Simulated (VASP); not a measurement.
## ZrSnO4: single point with r2SCAN

ZrSnO4:

```
CELL_PARAMETERS angstrom
3.57749 0.00000 0.00000
0.00000 3.57749 0.00000
0.00000 0.00000 5.35917
ATOMIC_POSITIONS crystal
Zr 0.50000 0.50000 0.50000
Sn 0.00000 0.00000 0.00000
O 0.50000 0.00000 0.68301
O 0.00000 0.50000 0.81748
O 0.00000 0.50000 0.31699
O 0.50000 0.00000 0.18252
```

```yaml
Program: VASP 6.6.1
Task: single point
Functional: r2SCAN
Potentials_or_basis: VASP PAW PBE potentials, release 64 (Zr_sv, Sn_d, O)
Cutoff: 520 eV
k_mesh: 8 × 8 × 6
Occupations: gaussian, width 0.01 eV
Spin: no spin polarisation
Dipole_correction: no
Further_INCAR_settings: ALGO = Normal; EDIFF = 1e-07; NBANDS = 34
```

```yaml
Pressure: 0.8 GPa
Largest_force: 0.073 eV/Å
Band_gap_on_the_k_mesh: 2.55 eV (least direct gap 2.71 eV)
```

Forces on the atoms (eV/Å):
```
Zr   0.000  0.000  0.000
Sn   0.000  0.000  0.000
O    0.000  0.000  0.021
O    0.000  0.000 -0.073
O    0.000  0.000 -0.021
O    0.000  0.000  0.073
```

Stress tensor (GPa, compression positive):
```
0.91 0.00 0.00
0.00 0.91 0.00
0.00 0.00 0.59
```

Levels at points of the mesh, in eV from the valence-band top:
```csv
k point,band 21,band 22,band 23,band 24,band 25,band 26,band 27,band 28,band 29,band 30
"(0.00, 0.00, 0.00)",-0.94,-0.94,-0.30,-0.16,-0.16,2.55,5.31,6.08,7.95,9.03
"(0.50, 0.00, 0.00)",-1.59,-1.42,-1.35,-0.53,-0.36,5.12,5.35,5.82,7.21,7.62
"(0.50, 0.50, 0.00)",-1.15,-0.52,-0.47,-0.47,0.00,4.96,5.85,6.70,6.70,8.28
"(0.00, 0.00, 0.50)",-1.61,-1.56,-1.56,-0.12,-0.12,4.03,5.31,5.51,7.45,8.99
"(0.50, 0.00, 0.50)",-2.06,-1.80,-1.19,-1.13,-0.94,5.25,5.46,6.13,7.34,9.02
"(0.50, 0.50, 0.50)",-1.36,-1.36,-0.85,-0.37,-0.28,5.81,6.31,6.58,6.70,6.70
```

It took 4.1 min on 1 thread of AMD EPYC 9R45 96-Core Processor (Zen 5) (shared host), peak memory 0.24 GiB.

Caveat: the PAW data sets were made with another functional, which shifts forces and pressure a little; spin-orbit coupling is left out, which moves the levels of the heavy elements. A k mesh can miss the band edges.
